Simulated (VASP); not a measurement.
## Al30Cu (a cell with a defect): single point with PBE

Al30Cu (a cell with a defect):

```
Al Cu
1.0
     8.10000    0.00000    0.00000
     0.00000    8.10000    0.00000
     0.00000    0.00000    8.10000
Al Cu
30 1
Cartesian
  4.0129 0.0180 -0.0119
  6.0163 2.0734 -0.0119
  6.0757 0.0090 2.0214
  0.0215 0.0303 -0.0117
  6.0644 6.0818 -0.0115
  2.0153 0.0231 1.9973
  4.0084 2.0364 1.9752
  6.0368 4.0816 2.0035
  4.0581 -0.0198 4.0379
  6.0668 2.0471 4.0384
  6.0748 0.0084 6.0558
  -0.0031 4.0405 -0.0120
  2.0677 6.0291 -0.0120
  0.0073 2.0356 1.9894
  2.0422 4.0089 1.9460
  4.0665 6.0529 2.0017
  -0.0052 0.0168 4.0386
  2.0106 2.0320 4.0376
  4.0563 4.0757 4.0373
  6.0867 6.0981 4.0387
  2.0147 0.0224 6.0790
  4.0072 2.0352 6.1000
  6.0355 4.0808 6.0730
  -0.0015 6.0875 2.0253
  -0.0191 4.0712 4.0377
  2.0287 6.0742 4.0380
  0.0067 2.0352 6.0872
  2.0405 4.0086 6.1282
  4.0658 6.0518 6.0748
  -0.0024 6.0868 6.0517
  3.8751 3.8114 -0.0160
```

* Program: VASP 6.6.1
* Task: single point
* Functional: PBE
* Potentials or basis: VASP PAW PBE potentials, release 64 (Al, Cu)
* Cutoff: 520 eV
* k mesh: 3 × 3 × 3
* Occupations: gaussian, width 0.1 eV
* Spin: no spin polarisation

```json
{
  "Pressure": "-2.2 GPa",
  "Largest force": "0.306 eV/Å",
  "Band gap on the k mesh": "zero (an odd number of electrons rules out a gap without spin polarisation)"
}
```

Forces on the atoms (eV/Å):
```
Al   0.011 -0.028  0.002
Al   0.021 -0.029  0.003
Al  -0.006 -0.007  0.004
Al  -0.005 -0.008  0.002
Al  -0.008 -0.006 -0.003
Al   0.002 -0.003 -0.007
Al  -0.017 -0.001 -0.044
Al  -0.006 -0.016  0.003
Al   0.000  0.003 -0.002
Al  -0.023 -0.009 -0.002
Al  -0.006 -0.011 -0.011
Al  -0.011 -0.007 -0.003
Al  -0.023  0.009  0.003
Al  -0.002 -0.004  0.000
Al  -0.009 -0.010 -0.021
Al  -0.010 -0.016  0.001
Al  -0.008 -0.009 -0.001
Al   0.006  0.001 -0.001
Al  -0.010 -0.018 -0.001
Al  -0.010 -0.014 -0.002
Al   0.000 -0.002  0.009
Al  -0.013  0.000  0.047
Al  -0.004 -0.013  0.000
Al  -0.012 -0.001  0.003
Al  -0.008 -0.003  0.000
Al  -0.003 -0.015 -0.005
Al   0.001  0.000  0.005
Al  -0.008 -0.010  0.019
Al  -0.005 -0.017 -0.002
Al  -0.013 -0.005 -0.005
Cu   0.179  0.248  0.007
```

Stress tensor (GPa, compression positive):
```
-2.29 -0.01  0.00
-0.01 -2.29  0.00
 0.00  0.00 -1.90
```

Levels at points of the mesh, in eV from the Fermi level:
```tsv
k point	band 48	band 49	band 50	band 51	band 52	band 53	band 54	band 55
(0.00, 0.00, 0.00)	-0.14	-0.09	-0.04	0.61	0.67	0.67	0.69	0.83
```

Run time: 9.2 min on 1 thread of Intel(R) Xeon(R) 6975P-C (Granite Rapids), on a shared host, peak memory 0.66 GiB.
